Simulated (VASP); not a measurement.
# Si16Ge (a cell with a defect) in VASP: single point with PBEsol

Aim: the single point of Si16Ge (a cell with a defect) with PBEsol.

Everything below comes from runs of VASP 6.6.1. Logs are shortened: lines on timing, memory, paths and dates and some standing lists are left out, and cuts for length are marked.

**1. The cell of the first run**

The cell holds a defect, 17 atoms: a = 7.679 Å, b = 7.679 Å, c = 7.679 Å, α = 60.00°, β = 60.00°, γ = 60.00°.

**2. Single point, PBEsol**

Contents of INCAR:

```
SYSTEM = Si16Ge
  PREC = Accurate
  ENCUT = 520
  EDIFF = 1E-6
  ISMEAR = -1
  SIGMA = 0.05
  LREAL = Auto
  LASPH = .TRUE.
  NELM = 100
  ALGO = Normal
  ISIF = 2
  LWAVE = .FALSE.
  LCHARG = .FALSE.
  GGA = PS
  NBANDS = 53
```

Contents of KPOINTS:

```
Automatic mesh
0
G
  2 2 2
  0 0 0
```

Contents of POSCAR:

```
Si16Ge
1.0
    0.0000000000      5.4300000000      5.4300000000
    5.4300000000      0.0000000000      5.4300000000
    5.4300000000      5.4300000000      0.0000000000
Si Ge
16 1
Direct
    0.0201649171      0.0209024862     -0.0620625230
    0.1127175875      0.1134914365      0.1164348987
   -0.0026574586     -0.0016325967      0.4883642726
    0.1457664825      0.1467701657      0.5604981584
   -0.0326729282      0.5119692449      0.0086117864
    0.1126882136      0.6573079190      0.1164217311
   -0.0026483425      0.5157273481      0.4883286372
    0.1087493554      0.6271900552      0.6366523020
    0.5112785451     -0.0320888582      0.0086444751
    0.6566990792      0.1133622468      0.1164572744
    0.5147286372     -0.0016074586      0.4882715470
    0.6261471455      0.1097189687      0.6367493554
    0.5113183241      0.5120842541      0.0086304788
    0.6037288214      0.6044244015      0.1873122468
    0.4776841621      0.4786499079      0.5648066298
    0.6261418969      0.6271601289      0.6367715470
    0.3119836096      0.3128318600      1.0621992634
```

Potentials or basis: VASP PAW PBE potentials, release 64 (Si, Ge_d).

Started as:

```sh
cat potpaw_PBE.64/Si/POTCAR potpaw_PBE.64/Ge_d/POTCAR > POTCAR
mpirun -np 1 vasp_std > vasp.out
```

OUTCAR:

```text
SYSTEM = Si16Ge
   PREC = Accurate
   ENCUT = 520
   EDIFF = 1E-6
   ISMEAR = -1
   LREAL = Auto
   LASPH = .TRUE.
   NELM = 100
   ISIF = 2
   GGA = PS

 ion  position               nearest neighbor table
   1  0.020  0.021  0.938-  10 2.31   6 2.31   2 2.31   4 2.37
   2  0.113  0.113  0.116-   1 2.31   3 2.33  17 2.43   5 2.50   9 2.50
   3  0.997  0.998  0.488-   8 2.33  12 2.33   2 2.33   4 2.34
   4  0.146  0.147  0.560-  11 2.34   7 2.34   3 2.34   1 2.37
   5  0.967  0.512  0.009-  14 2.31   8 2.34  17 2.43   2 2.50   6 2.50
   6  0.113  0.657  0.116-   1 2.31   7 2.33  17 2.43   5 2.50  13 2.50
   7  0.997  0.516  0.488-   8 2.33  16 2.33   6 2.33   4 2.34
   8  0.109  0.627  0.637-   3 2.33   7 2.33   5 2.34  15 2.34
   9  0.511  0.968  0.009-  14 2.31  12 2.33  17 2.44   2 2.50  10 2.51
  10  0.657  0.113  0.116-   1 2.31  11 2.33  17 2.44   9 2.51  13 2.51
  11  0.515  0.998  0.488-  12 2.33  16 2.33  10 2.33   4 2.34
  12  0.626  0.110  0.637-   3 2.33  11 2.33   9 2.33  15 2.34
  13  0.511  0.512  0.009-  14 2.31  16 2.33  17 2.44   6 2.50  10 2.51
  14  0.604  0.604  0.187-  13 2.31   9 2.31   5 2.31  15 2.37
  15  0.478  0.479  0.565-  16 2.34  12 2.34   8 2.34  14 2.37
  16  0.626  0.627  0.637-   7 2.33  11 2.33  13 2.33  15 2.34
  17  0.312  0.313  0.062-   5 2.43   2 2.43   6 2.43   9 2.44  13 2.44  10 2.44

  LATTYP: Found a face centered cubic cell.
 ALAT       =    10.8600000000

  Lattice vectors:

 A1 = (   0.0000000000,   5.4300000000,   5.4300000000)
 A2 = (   5.4300000000,   0.0000000000,   5.4300000000)
 A3 = (   5.4300000000,   5.4300000000,   0.0000000000)

Analysis of symmetry for initial positions (statically):
=====================================================================
 Subroutine PRICEL returns:
 Original cell was already a primitive cell.

 Routine SETGRP: Setting up the symmetry group for a
 face centered cubic supercell.

 Subroutine GETGRP returns: Found  1 space group operations
 (whereof  1 operations were pure point group operations)
 out of a pool of 48 trial point group operations.

The static configuration has the point symmetry C_1 .

Analysis of symmetry for dynamics (positions and initial velocities):
=====================================================================
 Subroutine PRICEL returns:
 Original cell was already a primitive cell.

 Routine SETGRP: Setting up the symmetry group for a
 face centered cubic supercell.

 Subroutine GETGRP returns: Found  1 space group operations
 (whereof  1 operations were pure point group operations)
 out of a pool of 48 trial point group operations.

The dynamic configuration has the point symmetry C_1 .

 Subroutine INISYM returns: Found  1 space group operations
 (whereof  1 operations are pure point group operations),
 and found     1 'primitive' translations

----------------------------------------------------------------------------------------

                                     Primitive cell

  volume of cell :     320.2060

  direct lattice vectors                    reciprocal lattice vectors
     0.000000000  5.430000000  5.430000000    -0.092081031  0.092081031  0.092081031
     5.430000000  0.000000000  5.430000000     0.092081031 -0.092081031  0.092081031
     5.430000000  5.430000000  0.000000000     0.092081031  0.092081031 -0.092081031

  length of vectors
     7.679179644  7.679179644  7.679179644     0.159489025  0.159489025  0.159489025

  position of ions in fractional coordinates (direct lattice)
     0.020164917  0.020902486  0.937937477
     0.112717588  0.113491436  0.116434899
     0.997342541  0.998367403  0.488364273
     0.145766483  0.146770166  0.560498158
     0.967327072  0.511969245  0.008611786
     0.112688214  0.657307919  0.116421731
[... 9 lines left out ...]
     0.626141897  0.627160129  0.636771547
     0.311983610  0.312831860  0.062199263

  ion indices of the primitive-cell ions
   primitive index   ion index
                 1           1
                 2           2
                 3           3
                 4           4
                 5           5
                 6           6
[... 9 lines left out ...]
                16          16
                17          17

----------------------------------------------------------------------------------------

 KPOINTS: Automatic mesh

Automatic generation of k-mesh.
 Grid dimensions read from file:
 generate k-points for:    2    2    2

 Generating k-lattice:

  Cartesian coordinates                     Fractional coordinates (reciprocal lattice)
    -0.046040516  0.046040516  0.046040516     0.500000000  0.000000000  0.000000000
     0.046040516 -0.046040516  0.046040516     0.000000000  0.500000000  0.000000000
     0.046040516  0.046040516 -0.046040516     0.000000000  0.000000000  0.500000000

  Length of vectors
     0.079744512  0.079744512  0.079744512

  Shift w.r.t. Gamma in fractional coordinates (k-lattice)
     0.000000000  0.000000000  0.000000000

 Subroutine IBZKPT returns following result:
 ===========================================

 Found      8 irreducible k-points:

 Following reciprocal coordinates:
            Coordinates               Weight
  0.000000  0.000000  0.000000      1.000000
  0.500000  0.000000  0.000000      1.000000
  0.000000  0.500000  0.000000      1.000000
  0.000000  0.000000  0.500000      1.000000
  0.500000  0.500000  0.500000      1.000000
  0.500000  0.500000  0.000000      1.000000
  0.000000  0.500000  0.500000      1.000000
  0.500000  0.000000  0.500000      1.000000
   k-points           NKPTS =      8   k-points in BZ     NKDIM =      8   number of bands    NBANDS=     53
   number of dos      NEDOS =    301   number of ions     NIONS =     17
   total plane-waves  NPLWV = 216000
   dimension x,y,z NGX =    60 NGY =   60 NGZ =   60
   dimension x,y,z NGXF=   120 NGYF=  120 NGZF=  120
   ions per type =              16   1
   NGX,Y,Z   is equivalent  to a cutoff of  12.99, 12.99, 12.99 a.u.
   NGXF,Y,Z  is equivalent  to a cutoff of  25.98, 25.98, 25.98 a.u.
 SYSTEM =  Si16Ge
   PREC   = accura    normal or accurate (medium, high low for compatibility)
   ISTART =      0    job   : 0-new  1-cont  2-samecut
   ICHARG =      2    charge: 1-file 2-atom 10-const
   ISPIN  =      1    spin polarized calculation?
   LNONCOLLINEAR =      F non collinear calculations
   LSORBIT =      F    spin-orbit coupling
   LASPH  =      T    aspherical Exc in radial PAW
   ENCUT  =  520.0 eV  38.22 Ry    6.18 a.u.  14.28 14.28 14.28*2*pi/ulx,y,z
   NELM   =    100;   NELMIN=  2; NELMDL= -5     # of ELM steps
   EDIFF  = 0.1E-05   stopping-criterion for ELM
   LREAL  =      T    real-space projection
   EDIFFG = 0.1E-04   stopping-criterion for IOM
   NSW    =      0    number of steps for IOM
   IBRION =     -1    ionic relax: 0-MD 1-quasi-New 2-CG
   NFREE  =      0    steps in history (QN), initial steepest desc. (CG)
   ISIF   =      2    stress and relaxation
   ISYM   =      2    0-nonsym 1-usesym 2-fastsym
   POTIM  = 0.5000    time-step for ionic-motion
   TEBEG  =    0.0;   TEEND  =   0.0 temperature during run
   PSTRESS=    0.0 pullay stress
   NELECT =      78.0000    total number of electrons
   NUPDOWN=      -1.0000    fix difference up-down
   EMIN   =  10.00;   EMAX   =-10.00  energy-range for DOS
   EFERMI =   0.00;   METHOD = LEGACY
   ISMEAR =    -1;   SIGMA  =   0.05  broadening in eV -4-tet -1-fermi 0-gaus
   EFERMI_NEDOS =   21; number of points for ismear=-14 and -15
   IALGO  =     38    algorithm
   IMIX   =      4    mixing-type and parameters
     AMIX     =   0.40;   BMIX     =  1.00
     AMIX_MAG =   1.60;   BMIX_MAG =  1.00
  volume/ion in A,a.u.               =      18.84       127.11
  Fermi-wavevector in a.u.,A,eV,Ry     =   1.022421  1.932096 14.222785  1.045345
  Thomas-Fermi vector in A             =   2.156100
   LORBIT       =      0    0 simple, 1 ext, 2 COOP (PROOUT), +10 PAW based schemes
   GGA     = PS    functional components
   LHFCALC =     F    Hartree Fock is set to
   AEXX    =    0.0000 exact exchange contribution
   IVDW    =     0    specifies the selected vdW correction
   LEPSILON=     F    determine dielectric tensor
   LRPA    =     F    only Hartree local field effects (RPA)
 non-spin polarized calculation
  energy-cutoff  :      520.00
  volume of cell :      320.21
 maximum number of plane-waves:      8646
 NGX is ok and might be reduce to    60
   NGX = 29   NGY = 29   NGZ = 29

 number of electron      77.9999998 magnetization

 Free energy of the ion-electron system (eV)
  ---------------------------------------------------
  ext. energy  EPLUGINS =         0.00000000
  ---------------------------------------------------
  free energy    TOTEN  =       -92.47435134 eV

  energy without entropy =      -92.44225096  energy(sigma->0) =      -92.45830115

 E-fermi :   6.5499     XC(G=0):  -9.9022

 val. band max:        6.5244254773   @ k =   0.0000   0.0000   0.5000
 cond. band min:       6.5991759097   @ k =   0.0000   0.0000   0.0000
 fundamental gap:      0.0747504324
 Fermi energy:         6.5498978298

 k-point     1 :       0.0000    0.0000    0.0000
  band No.  band energies     occupation
      1     -17.9754      2.00000
      2     -17.9754      2.00000
      3     -17.8554      2.00000
      4     -17.8554      2.00000
      5     -17.8541      2.00000
      6      -6.4411      2.00000
[... 43 lines left out ...]
     50       8.5431      0.00000
     51       8.7316      0.00000

 k-point     2 :       0.5000    0.0000    0.0000
  band No.  band energies     occupation
      1     -17.9754      2.00000
      2     -17.9754      2.00000
      3     -17.8554      2.00000
      4     -17.8554      2.00000
      5     -17.8541      2.00000
      6      -6.0291      2.00000
[... 43 lines left out ...]
     50       9.6205      0.00000
     51      10.0110      0.00000

 k-point     3 :       0.0000    0.5000    0.0000
  band No.  band energies     occupation
      1     -17.9754      2.00000
      2     -17.9754      2.00000
      3     -17.8554      2.00000
      4     -17.8554      2.00000
      5     -17.8541      2.00000
      6      -6.0291      2.00000
[... 43 lines left out ...]
     50       9.6204      0.00000
     51      10.0104      0.00000

 k-point     4 :       0.0000    0.0000    0.5000
  band No.  band energies     occupation
      1     -17.9754      2.00000
      2     -17.9754      2.00000
      3     -17.8554      2.00000
      4     -17.8554      2.00000
      5     -17.8541      2.00000
      6      -6.1007      2.00000
[... 43 lines left out ...]
     50       9.7428      0.00000
     51      10.0690      0.00000

 k-point     5 :       0.5000    0.5000    0.5000
  band No.  band energies     occupation
      1     -17.9754      2.00000
      2     -17.9754      2.00000
      3     -17.8554      2.00000
      4     -17.8554      2.00000
      5     -17.8541      2.00000
      6      -6.0291      2.00000
[... 43 lines left out ...]
     50       9.6204      0.00000
     51      10.0100      0.00000

 k-point     6 :       0.5000    0.5000    0.0000
  band No.  band energies     occupation
      1     -17.9754      2.00000
      2     -17.9754      2.00000
      3     -17.8554      2.00000
      4     -17.8554      2.00000
      5     -17.8541      2.00000
      6      -5.9234      2.00000
[... 43 lines left out ...]
     50      10.3233      0.00000
     51      10.3401      0.00000

 k-point     7 :       0.0000    0.5000    0.5000
  band No.  band energies     occupation
      1     -17.9754      2.00000
      2     -17.9754      2.00000
      3     -17.8554      2.00000
      4     -17.8554      2.00000
      5     -17.8541      2.00000
      6      -5.9234      2.00000
[... 43 lines left out ...]
     50      10.3232      0.00000
     51      10.3401      0.00000

 k-point     8 :       0.5000    0.0000    0.5000
  band No.  band energies     occupation
      1     -17.9754      2.00000
      2     -17.9754      2.00000
      3     -17.8554      2.00000
      4     -17.8554      2.00000
      5     -17.8541      2.00000
      6      -5.9233      2.00000
[... 43 lines left out ...]
     50      10.3234      0.00000
     51      10.3402      0.00000
 [bands above 51 left out]

------------------------ aborting loop because EDIFF is reached ----------------------------------------

  FORCE on cell =-STRESS in cart. coord.  units (eV):
  Direction    XX          YY          ZZ          XY          YZ          ZX
  --------------------------------------------------------------------------------------
  -------------------------------------------------------------------------------------
  Total        7.5374274      7.5371223      7.5381733     -1.4578341      1.4587724      1.4541192
  in kB       37.7141429     37.7126163     37.7178751     -7.2943936      7.2990884      7.2758061
  external PRESSURE =      37.7148781 kB  Pullay stress =       0.0000000 kB

 VOLUME and BASIS-vectors are now :
 -----------------------------------------------------------------------------
  energy-cutoff  :      520.00
  volume of cell :      320.21
      direct lattice vectors                 reciprocal lattice vectors
     0.000000000  5.430000000  5.430000000    -0.092081031  0.092081031  0.092081031
     5.430000000  0.000000000  5.430000000     0.092081031 -0.092081031  0.092081031
     5.430000000  5.430000000  0.000000000     0.092081031  0.092081031 -0.092081031

 POSITION                                       TOTAL-FORCE (eV/Angst)
 -----------------------------------------------------------------------------------
      5.20650      5.20250      0.22300        -0.025902     -0.020189      0.027414
      1.24850      1.24430      1.22832        -0.018575     -0.016036     -0.004116
      8.07295      8.06739     10.83670        -0.009812     -0.010254     -0.002245
      3.84047      3.83502      1.58847        -0.029903     -0.030400      0.029449
      2.82675      5.29935      8.03258         0.018420     -0.007466     -0.017502
      4.20135      1.24407      4.18108        -0.002722     -0.012882      0.016878
[... 9 lines left out ...]
      6.86315      6.85762      6.80543         0.008651      0.008212      0.009833
      2.03642      2.03181      3.39275        -0.004190      0.015643      0.012218
 -----------------------------------------------------------------------------------
    total drift:                               -0.001273      0.004319      0.003483

  FREE ENERGIE OF THE ION-ELECTRON SYSTEM (eV)
  ---------------------------------------------------
  free  energy   TOTEN  =       -92.4743513436 eV

  energy  without entropy=      -92.4422509635  energy(sigma->0) =      -92.45830115
```

Wall time 8.4 min (1 thread of Intel Xeon 8259CL, shared host); peak memory 0.5 GiB.

What came out:

* Free energy: -92.4744 eV
* Pressure: 3.8 GPa
* Largest force: 0.052 eV/Å
* Band gap on the k mesh: 0.07 eV

Forces in eV/Å, atoms in the order of the input:
```
Si  -0.026 -0.020  0.027
Si  -0.019 -0.016 -0.004
Si  -0.010 -0.010 -0.002
Si  -0.030 -0.030  0.029
Si   0.018 -0.007 -0.018
Si  -0.003 -0.013  0.017
Si   0.005 -0.010  0.010
Si   0.010 -0.001 -0.011
Si   0.010  0.014 -0.010
Si  -0.010 -0.021  0.011
Si  -0.007  0.012  0.008
Si  -0.007  0.009 -0.009
Si   0.009  0.012 -0.018
Si   0.025  0.030 -0.023
Si   0.029  0.029 -0.029
Si   0.009  0.008  0.010
Ge  -0.004  0.016  0.012
```

Caveat: the k points lie up to 0.50 Å⁻¹ apart; the PAW data sets were made with another functional, which shifts forces and pressure a little.
